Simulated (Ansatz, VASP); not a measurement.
BP in VASP and in Ansatz

The input INCAR:

```
SYSTEM = BP
PREC = Accurate
ENCUT = 520
EDIFF = 1E-7
ISMEAR = 0
SIGMA = 0.05
LREAL = .False.
LASPH = .True.
NELM = 60
ALGO = Normal
ISIF = 2
LWAVE = .False.
LCHARG = .False.
GGA = PE
NBANDS = 11
```

File KPOINTS:

```
regular mesh
0
Gamma
  10 10 10
  0 0 0
```

POSCAR

```
BP
1.0
    0.0000000000      2.4505200000      2.3597600000
    2.4505200000      0.0000000000      2.3597600000
    2.4505200000      2.4505200000      0.0000000000
B P
1 1
Direct
    0.0000000000      0.0000000000      0.0000000000
    0.7500000000      0.7500000000      0.7500000000
```

Input for Ansatz:

```yaml
crystal:
  lattice:
    - [0.0, 2.45052, 2.35976]
    - [2.45052, 0.0, 2.35976]
    - [2.45052, 2.45052, 0.0]
  atoms:
    - { symbol: B, position: [0.0, 0.0, 0.0] }
    - { symbol: P, position: [0.75, 0.75, 0.75] }
basis:
  ecutwfc: 420
kpoints:
  mp_grid: { grid: [10, 10, 10] }
hamiltonian:
  xc: pbe
scf:
  occupations: { method: gaussian, width: 0.05 }
output:
  forces: true
  stress: true
  eigenvalues: true
```

Change from the starting cell: strain +0.080 along x and y, +0.040 along z, atoms carried along.

Alike in both runs: task single point; functional PBE; k mesh 10 × 10 × 10; occupations gaussian, width 0.05 eV; no spin polarisation.

|  | VASP | Ansatz |
| --- | --- | --- |
| version | VASP 6.6.1 | Ansatz 0.2.0 |
| potentials or method | VASP PAW PBE potentials, release 64 (B, P), cutoff 520 eV | scalar-relativistic, plane waves, PAW |
| valence electrons in the cell | 8 | 8 |

VASP gave:

```
gap on the k mesh at the Fermi level (eV)                     : 0.98
least direct gap on the mesh (eV)                             : 2.83
pressure (GPa)                                                : -21.1
traceless stress, the component that is largest in VASP (GPa) : 5.32
```

Which values does Ansatz return?

gap on the k mesh at the Fermi level (eV): 0.98; least direct gap on the mesh (eV): 2.83; pressure (GPa): -21.0; traceless stress, the component that is largest in VASP (GPa): 5.32.
